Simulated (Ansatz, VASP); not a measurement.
# Two plane-wave programs on Ga2SnSe4

```
Ga Sn Se
1.0
     4.08745    0.00000    0.00000
    -2.04372    3.53983    0.00000
     0.00000    0.00000   13.07214
Ga Sn Se
2 1 4
Direct
  0.66667 0.33333 0.24754
  0.33333 0.66667 0.75246
  0.00000 0.00000 0.00000
  0.66667 0.33333 0.42830
  0.33333 0.66667 0.14500
  0.33333 0.66667 0.57170
  0.66667 0.33333 0.85500
```

Alike in both runs: functional PBE; k mesh 4 × 4 × 1; occupations gaussian, width 0.15 eV; no spin polarisation.

Ansatz relaxed the structure, and its values are those at the end. VASP's run is a single point on that final structure, the one shown.

```csv
,VASP,Ansatz
version,VASP 6.6.1,Ansatz 0.2.0
potentials or method,"VASP PAW PBE potentials, release 64 (Ga_d, Sn_d, Se), cutoff 500 eV","scalar-relativistic, plane waves, PAW"
valence electrons in the cell,64,104
```

```csv
,VASP,Ansatz,Ansatz less VASP
gap on the k mesh at the Fermi level (eV),none,none,-
pressure (GPa),0.1,0.0,-0.04
rms of the force components (eV/Å),0.003,0.007,+0.0036
```

A gap of «none» marks a metal or a gap that the smearing closes. VASP's potentials hold 64 valence electrons a cell and Ansatz's 104, so a difference there can come from the potentials and not from the codes.

The k mesh is coarse, so the values compare programs but aren't converged.
